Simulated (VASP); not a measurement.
# CsCdCl3 (Pm-3m) in VASP: further runs

CsCdCl3 is run at these levels: LDA; tasks: single point.

Everything below comes from runs of VASP 6.6.1. Logs are shortened: lines on timing, memory, paths and dates and some standing lists are left out, and cuts for length are marked.

### 1 The cell of the first run

The structure is cubic, space group Pm-3m (No. 221). Conventional cell: a = 5.044 Å, b = 5.044 Å, c = 5.044 Å, α = 90.00°, β = 90.00°, γ = 90.00°. Cs (site symmetry m-3m) has 12 Cl at 3.57 Å and 8 Cd at 4.37 Å within 4.7 Å. Within 3.3 Å of Cd (site symmetry m-3m) lie 6 Cl at 2.52 Å. Within 3.3 Å of Cl (site symmetry 4/mmm) lie 2 Cd at 2.52 Å.

### 2 Single point, LDA (strain -0.030 along x and y, -0.030 along z)

File INCAR:

```
SYSTEM = CsCdCl3
ALGO     = Normal         ! electronic algorithm
EDIFF    = 1E-7           ! SCF threshold, eV
ENCUT    = 520            ! plane-wave cutoff, eV
ISIF     = 2              ! what is computed and relaxed
ISMEAR   = 0              ! smearing method
LASPH    = .TRUE.         ! aspherical terms in the spheres
LCHARG   = .TRUE.         ! write CHGCAR
LELF     = .TRUE.         ! ELF
LREAL    = .FALSE.        ! projectors in reciprocal space
LVHAR    = .TRUE.       
LWAVE    = .FALSE.        ! write WAVECAR
NBANDS   = 29             ! bands
NELM     = 100            ! most SCF steps
PREC     = Accurate       ! precision mode
SIGMA    = 0.05           ! smearing width, eV
```

File KPOINTS:

```
k-points
0
G
  6 6 6
  0 0 0
```

File POSCAR:

```
CsCdCl3
1.0
    5.0440000000      0.0000000000      0.0000000000
    0.0000000000      5.0440000000      0.0000000000
    0.0000000000      0.0000000000      5.0440000000
Cs Cd Cl
1 1 3
Direct
    0.0000000000      0.0000000000      0.0000000000
    0.5000000000      0.5000000000      0.5000000000
    0.0000000000      0.5000000000      0.5000000000
    0.5000000000      0.0000000000      0.5000000000
    0.5000000000      0.5000000000      0.0000000000
```

Potentials or basis: VASP PAW LDA potentials, release 64 (Cs_sv, Cd, Cl).

Command:

```bash
> cat potpaw_LDA.64/Cs_sv/POTCAR potpaw_LDA.64/Cd/POTCAR potpaw_LDA.64/Cl/POTCAR > POTCAR
> mpirun -np 1 vasp_std > vasp.out
```

OUTCAR:

```text
SYSTEM = CsCdCl3
   EDIFF = 1E-7
   ENCUT = 520
   ISIF = 2
   ISMEAR = 0
   LASPH = .TRUE.
   LREAL = .FALSE.
   NELM = 100
   PREC = Accurate

 ion  position               nearest neighbor table
   1  0.000  0.000  0.000-
   2  0.500  0.500  0.500-   3 2.52   4 2.52   5 2.52   5 2.52   4 2.52   3 2.52
   3  0.000  0.500  0.500-   2 2.52   2 2.52
   4  0.500  0.000  0.500-   2 2.52   2 2.52
   5  0.500  0.500  0.000-   2 2.52   2 2.52

  LATTYP: Found a simple cubic cell.
 ALAT       =     5.0440000000

  Lattice vectors:

 A1 = (   5.0440000000,   0.0000000000,   0.0000000000)
 A2 = (   0.0000000000,   5.0440000000,   0.0000000000)
 A3 = (   0.0000000000,   0.0000000000,   5.0440000000)

Analysis of symmetry for initial positions (statically):
=====================================================================
 Subroutine PRICEL returns:
 Original cell was already a primitive cell.

 Routine SETGRP: Setting up the symmetry group for a
 simple cubic supercell.

 Subroutine GETGRP returns: Found 48 space group operations
 (whereof 48 operations were pure point group operations)
 out of a pool of 48 trial point group operations.

The static configuration has the point symmetry O_h .

Analysis of symmetry for dynamics (positions and initial velocities):
=====================================================================
 Subroutine PRICEL returns:
 Original cell was already a primitive cell.

 Routine SETGRP: Setting up the symmetry group for a
 simple cubic supercell.

 Subroutine GETGRP returns: Found 48 space group operations
 (whereof 48 operations were pure point group operations)
 out of a pool of 48 trial point group operations.

The dynamic configuration has the point symmetry O_h .

 Subroutine INISYM returns: Found 48 space group operations
 (whereof 48 operations are pure point group operations),
 and found     1 'primitive' translations

----------------------------------------------------------------------------------------

                                     Primitive cell

  volume of cell :     128.3291

  direct lattice vectors                    reciprocal lattice vectors
     5.044000000  0.000000000  0.000000000     0.198255353  0.000000000  0.000000000
     0.000000000  5.044000000  0.000000000     0.000000000  0.198255353  0.000000000
     0.000000000  0.000000000  5.044000000     0.000000000  0.000000000  0.198255353
[... 85 lines left out ...]
   EDIFF  = 0.1E-06   stopping-criterion for ELM
   LREAL  =      F    real-space projection
   EDIFFG = 0.1E-05   stopping-criterion for IOM
   NSW    =      0    number of steps for IOM
   IBRION =     -1    ionic relax: 0-MD 1-quasi-New 2-CG
   NFREE  =      0    steps in history (QN), initial steepest desc. (CG)
   ISIF   =      2    stress and relaxation
   ISYM   =      2    0-nonsym 1-usesym 2-fastsym
   POTIM  = 0.5000    time-step for ionic-motion
   TEBEG  =    0.0;   TEEND  =   0.0 temperature during run
   PSTRESS=    0.0 pullay stress
   NELECT =      42.0000    total number of electrons
   NUPDOWN=      -1.0000    fix difference up-down
   EMIN   =  10.00;   EMAX   =-10.00  energy-range for DOS
   EFERMI =   0.00;   METHOD = LEGACY
   ISMEAR =     0;   SIGMA  =   0.05  broadening in eV -4-tet -1-fermi 0-gaus
   EFERMI_NEDOS =   21; number of points for ismear=-14 and -15
   IALGO  =     38    algorithm
   IMIX   =      4    mixing-type and parameters
     AMIX     =   0.40;   BMIX     =  1.00
     AMIX_MAG =   1.60;   BMIX_MAG =  1.00
  volume/ion in A,a.u.               =      25.67       173.20
  Fermi-wavevector in a.u.,A,eV,Ry     =   1.128192  2.131973 17.317716  1.272816
  Thomas-Fermi vector in A             =   2.264881
   LORBIT       =      0    0 simple, 1 ext, 2 COOP (PROOUT), +10 PAW based schemes
   GGA     = CA    functional components
   LHFCALC =     F    Hartree Fock is set to
   AEXX    =    0.0000 exact exchange contribution
   IVDW    =     0    specifies the selected vdW correction
   LEPSILON=     F    determine dielectric tensor
   LRPA    =     F    only Hartree local field effects (RPA)
 non-spin polarized calculation
 Gauss-broadening in eV      SIGMA  =   0.05
  energy-cutoff  :      520.00
  volume of cell :      128.33
 maximum number of plane-waves:      3483
 NGX is ok and might be reduce to    40
   NGX = 19   NGY = 19   NGZ = 19

 number of electron      42.0000000 magnetization

 Free energy of the ion-electron system (eV)
  ---------------------------------------------------
  ext. energy  EPLUGINS =         0.00000000
  ---------------------------------------------------
  free energy    TOTEN  =       -16.79541435 eV

  energy without entropy =      -16.79541435  energy(sigma->0) =      -16.79541435

 E-fermi :   1.1207     XC(G=0):  -9.5546

 val. band max:        0.8107961486   @ k =   0.5000   0.5000   0.5000
 cond. band min:       2.4881508685   @ k =   0.0000   0.0000   0.0000
 fundamental gap:      1.6773547199
 Fermi energy:         1.1207275027

 k-point     1 :       0.0000    0.0000    0.0000
  band No.  band energies     occupation
      1     -18.2946      2.00000
      2     -13.3116      2.00000
      3     -12.6382      2.00000
      4     -12.6382      2.00000
      5      -5.9986      2.00000
      6      -5.9986      2.00000
[... 629 lines left out ...]
     28       9.2518      0.00000
     29       9.5367      0.00000

------------------------ aborting loop because EDIFF is reached ----------------------------------------

  FORCE on cell =-STRESS in cart. coord.  units (eV):
  Direction    XX          YY          ZZ          XY          YZ          ZX
  --------------------------------------------------------------------------------------
  -------------------------------------------------------------------------------------
  Total        1.8209919      1.8209919      1.8209919      0.0000000      0.0000000     -0.0000000
  in kB       22.7349166     22.7349166     22.7349166      0.0000000      0.0000000     -0.0000000
  external PRESSURE =      22.7349166 kB  Pullay stress =       0.0000000 kB

 VOLUME and BASIS-vectors are now :
 -----------------------------------------------------------------------------
  energy-cutoff  :      520.00
  volume of cell :      128.33
      direct lattice vectors                 reciprocal lattice vectors
     5.044000000  0.000000000  0.000000000     0.198255353  0.000000000  0.000000000
     0.000000000  5.044000000  0.000000000     0.000000000  0.198255353  0.000000000
     0.000000000  0.000000000  5.044000000     0.000000000  0.000000000  0.198255353

 POSITION                                       TOTAL-FORCE (eV/Angst)
 -----------------------------------------------------------------------------------
      0.00000      0.00000      0.00000         0.000000      0.000000      0.000000
      2.52200      2.52200      2.52200         0.000000      0.000000      0.000000
      0.00000      2.52200      2.52200         0.000000      0.000000      0.000000
      2.52200      0.00000      2.52200         0.000000      0.000000      0.000000
      2.52200      2.52200      0.00000         0.000000      0.000000      0.000000
 -----------------------------------------------------------------------------------
    total drift:                                0.000000      0.000000     -0.000000

  FREE ENERGIE OF THE ION-ELECTRON SYSTEM (eV)
  ---------------------------------------------------
  free  energy   TOTEN  =       -16.7954143464 eV

  energy  without entropy=      -16.7954143464  energy(sigma->0) =      -16.79541435
```

Wall time 33 s (1 thread of Intel Xeon 6975P-C (Granite Rapids), shared host); peak memory 0.24 GiB.

Results:

```
Free energy            : -16.7954 eV
Pressure               : 2.3 GPa
Band gap on the k mesh : 1.68 eV, indirect (least direct gap 2.52 eV)
```

Levels at points of the mesh, in eV from the valence-band top:
```
           k point  band 19  band 20  band 21  band 22  band 23  band 24
(0.00, 0.00, 0.00)    -0.84    -0.84    -0.84     1.68     5.52     5.52
(0.50, 0.00, 0.00)    -1.23    -1.21    -1.21     4.67     6.91     7.06
(0.50, 0.50, 0.00)    -1.40    -0.57    -0.01     6.64     7.12     7.12
(0.50, 0.50, 0.50)    -0.54     0.00     0.00     5.54     5.54     5.54
```

Caveat: the cell differs from its parent crystal (strain -0.030 along x and y, -0.030 along z); spin-orbit coupling is left out, which moves the levels of the heavy elements. A k mesh can miss the band edges.

### 3 Single point, LDA (strain -0.015 along x and y, -0.015 along z)

File INCAR:

```
  ALGO = Normal
  EDIFF = 1E-7
  ENCUT = 520
  ISIF = 2
  ISMEAR = 0
  LASPH = True
  LCHARG = False
  LREAL = False
  LWAVE = False
  NBANDS = 29
  NELM = 100
  PREC = Accurate
  SIGMA = 0.05
```

File KPOINTS:

```
k-points
0
Gamma
  6 6 6
```

POSCAR: that of step 2 with these lines changed.

```diff
@@ -2,5 +2,5 @@
 1.0
-    5.0440000000      0.0000000000      0.0000000000
-    0.0000000000      5.0440000000      0.0000000000
-    0.0000000000      0.0000000000      5.0440000000
+    5.1220000000      0.0000000000      0.0000000000
+    0.0000000000      5.1220000000      0.0000000000
+    0.0000000000      0.0000000000      5.1220000000
 Cs Cd Cl
```

Potentials or basis: VASP PAW LDA potentials, release 64 (Cs_sv, Cd, Cl).

Command:

```bash
> cat potpaw_LDA.64/Cs_sv/POTCAR potpaw_LDA.64/Cd/POTCAR potpaw_LDA.64/Cl/POTCAR > POTCAR
> mpirun -np 1 vasp_std > vasp.out
```

Run time: 30 s. Hardware: 1 thread of Intel Xeon 6975P-C (Granite Rapids), shared host; peak memory 0.24 GiB.

Results (log left out):

| Quantity | Value |
| --- | --- |
| Free energy | -16.8392 eV |
| Pressure | 0.1 GPa |
| Band gap on the k mesh | 1.61 eV, indirect (least direct gap 2.32 eV) |

Levels at points of the mesh, in eV from the valence-band top:
```
           k point  band 17  band 18  band 19  band 20  band 21  band 22  band 23  band 24  band 25  band 26
(0.00, 0.00, 0.00)    -1.09    -1.09    -0.71    -0.71    -0.71     1.61     5.56     5.72     5.72     7.04
(0.50, 0.00, 0.00)    -1.35    -1.06    -1.06    -1.02    -1.02     4.47     6.93     7.15     7.63     8.01
(0.50, 0.50, 0.00)    -1.31    -1.23    -1.23    -0.42    -0.01     6.35     7.10     7.10     7.61     8.02
(0.50, 0.50, 0.50)    -0.40    -0.40    -0.40     0.00     0.00     5.61     5.61     5.61     7.25     8.29
```

Caveat: the cell differs from its parent crystal (strain -0.015 along x and y, -0.015 along z); spin-orbit coupling is left out, which moves the levels of the heavy elements. A k mesh can miss the band edges.

### 4 Single point, LDA (strain +0.015 along x and y, +0.015 along z)

File INCAR:

```
ALGO = Normal
EDIFF = 1E-6
ENCUT = 520
GGA = CA
ISIF = 2
ISMEAR = 0
LASPH = T
LCHARG = T
LELF = T
LREAL = F
LVHAR = T
LWAVE = F
NBANDS = 29
NELM = 100
PREC = Accurate
SIGMA = 0.05
```

KPOINTS is that of step 3.

POSCAR: that of step 3 with these lines changed.

```diff
@@ -2,5 +2,5 @@
 1.0
-    5.1220000000      0.0000000000      0.0000000000
-    0.0000000000      5.1220000000      0.0000000000
-    0.0000000000      0.0000000000      5.1220000000
+    5.2780000000      0.0000000000      0.0000000000
+    0.0000000000      5.2780000000      0.0000000000
+    0.0000000000      0.0000000000      5.2780000000
 Cs Cd Cl
```

Command:

```bash
> cat potpaw_LDA.64/Cs_sv/POTCAR potpaw_LDA.64/Cd/POTCAR potpaw_LDA.64/Cl/POTCAR > POTCAR
> mpirun -np 1 vasp_std > vasp.out
```

Wall time 32 s (1 thread of Intel Xeon 6975P-C (Granite Rapids), shared host); peak memory 0.25 GiB.

The run converged. Its results:

```yaml
Free_energy: -16.7132 eV
Pressure: -3.0 GPa
Band_gap_on_the_k_mesh: 1.46 eV, indirect (least direct gap 1.93 eV)
```

Levels at points of the mesh, in eV from the valence-band top:
```tsv
k point	band 19	band 20	band 21	band 22	band 23	band 24
(0.00, 0.00, 0.00)	-0.47	-0.47	-0.47	1.46	5.58	6.04
(0.50, 0.00, 0.00)	-0.77	-0.70	-0.70	4.09	6.89	7.28
(0.50, 0.50, 0.00)	-0.92	-0.18	-0.01	5.79	7.00	7.00
(0.50, 0.50, 0.50)	-0.16	0.00	0.00	5.70	5.70	5.70
```

Caveat: the cell differs from its parent crystal (strain +0.015 along x and y, +0.015 along z); spin-orbit coupling is left out, which moves the levels of the heavy elements.

### 5 Single point, LDA (strain +0.030 along x and y, +0.030 along z)

File INCAR:

```
SYSTEM = CsCdCl3
  ALGO = Normal
  EDIFF = 1E-6
  ENCUT = 520
  ISIF = 2
  ISMEAR = 0
  LASPH = .True.
  LCHARG = .True.
  LELF = .True.
  LREAL = .False.
  LVHAR = .True.
  LWAVE = .False.
  NBANDS = 29
  NELM = 80
  PREC = Accurate
  SIGMA = 0.05
```

File KPOINTS:

```
k-points
0
Gamma
  6 6 6
  0 0 0
```

POSCAR: that of step 4 with these lines changed.

```diff
@@ -2,5 +2,5 @@
 1.0
-    5.2780000000      0.0000000000      0.0000000000
-    0.0000000000      5.2780000000      0.0000000000
-    0.0000000000      0.0000000000      5.2780000000
+    5.3560000000      0.0000000000      0.0000000000
+    0.0000000000      5.3560000000      0.0000000000
+    0.0000000000      0.0000000000      5.3560000000
 Cs Cd Cl
```

Potentials or basis: VASP PAW LDA potentials, release 64 (Cs_sv, Cd, Cl).

Command:

```bash
> cat potpaw_LDA.64/Cs_sv/POTCAR potpaw_LDA.64/Cd/POTCAR potpaw_LDA.64/Cl/POTCAR > POTCAR
> mpirun -np 1 vasp_std > vasp.out
```

OUTCAR:

```text
SYSTEM = CsCdCl3
   EDIFF = 1E-6
   ENCUT = 520
   ISIF = 2
   ISMEAR = 0
   LASPH = .True.
   LREAL = .False.
   NELM = 80
   PREC = Accurate

 ion  position               nearest neighbor table
   1  0.000  0.000  0.000-
   2  0.500  0.500  0.500-   3 2.68   4 2.68   5 2.68   5 2.68   4 2.68   3 2.68
   3  0.000  0.500  0.500-   2 2.68   2 2.68
   4  0.500  0.000  0.500-   2 2.68   2 2.68
   5  0.500  0.500  0.000-   2 2.68   2 2.68

  LATTYP: Found a simple cubic cell.
[... 835 lines left out ...]
  --------------------------------------------------------------------------------------
  -------------------------------------------------------------------------------------
  Total       -3.9026240     -3.9026240     -3.9026240     -0.0000000     -0.0000000      0.0000000
  in kB      -40.6954255    -40.6954255    -40.6954255     -0.0000000     -0.0000000      0.0000000
  external PRESSURE =     -40.6954255 kB  Pullay stress =       0.0000000 kB

 VOLUME and BASIS-vectors are now :
 -----------------------------------------------------------------------------
  energy-cutoff  :      520.00
  volume of cell :      153.65
      direct lattice vectors                 reciprocal lattice vectors
     5.356000000  0.000000000  0.000000000     0.186706497  0.000000000  0.000000000
     0.000000000  5.356000000  0.000000000     0.000000000  0.186706497  0.000000000
     0.000000000  0.000000000  5.356000000     0.000000000  0.000000000  0.186706497

 POSITION                                       TOTAL-FORCE (eV/Angst)
 -----------------------------------------------------------------------------------
      0.00000      0.00000      0.00000         0.000000      0.000000      0.000000
      2.67800      2.67800      2.67800         0.000000      0.000000      0.000000
      0.00000      2.67800      2.67800         0.000000      0.000000      0.000000
      2.67800      0.00000      2.67800         0.000000      0.000000      0.000000
      2.67800      2.67800      0.00000         0.000000      0.000000      0.000000
 -----------------------------------------------------------------------------------
    total drift:                                0.000000      0.000000     -0.000000

  FREE ENERGIE OF THE ION-ELECTRON SYSTEM (eV)
  ---------------------------------------------------
  free  energy   TOTEN  =       -16.5670139208 eV

  energy  without entropy=      -16.5670139208  energy(sigma->0) =      -16.56701392
```

stdout:

```text
POSCAR found type information on POSCAR CsCdCl
 POSCAR found :  3 types and       5 ions
 scaLAPACK will be used
 LDA part: xc-table for (Slater(with rela. corr.)+CA(PZ))
 , standard interpolation
 POSCAR, INCAR and KPOINTS ok, starting setup
 FFT: planning ... GRIDC
 FFT: planning ... GRID_SOFT
 FFT: planning ... GRID
 WAVECAR not read
 entering main loop
```

Wall time 34 s (1 thread of Intel Xeon 6975P-C (Granite Rapids), shared host); peak memory 0.24 GiB.

What came out:

* Free energy: -16.5670 eV
* Pressure: -4.1 GPa
* Band gap on the k mesh: 1.38 eV, indirect (least direct gap 1.75 eV)

Levels at points of the mesh, in eV from the valence-band top:
```
           k point  band 19  band 20  band 21  band 22  band 23  band 24
(0.00, 0.00, 0.00)    -0.37    -0.37    -0.37     1.38     5.58     6.16
(0.50, 0.00, 0.00)    -0.65    -0.57    -0.57     3.90     6.83     7.32
(0.50, 0.50, 0.00)    -0.79    -0.08    -0.01     5.51     6.93     6.93
(0.50, 0.50, 0.50)    -0.06     0.00     0.00     5.72     5.72     5.72
```

Caveat: the cell differs from its parent crystal (strain +0.030 along x and y, +0.030 along z); spin-orbit coupling is left out, which moves the levels of the heavy elements.

### 6 Overview

```csv
cell,gap on the mesh (eV),pressure (GPa)
"a = 5.044 Å, 5 atoms",1.68,2.3
"a = 5.122 Å, 5 atoms",1.61,0.1
"a = 5.278 Å, 5 atoms",1.46,-3.0
"a = 5.356 Å, 5 atoms",1.38,-4.1
```

Alike in all rows: task single point; level LDA; potentials or basis VASP PAW LDA potentials, release 64 (Cs_sv, Cd, Cl); no spin polarisation; k mesh 6 × 6 × 6; cutoff (eV) 520; smearing gaussian 0.05 eV.

Caveats: spin-orbit coupling is left out, which moves the levels of the heavy elements.

Absolute energies hang on the potentials; compare differences alone.
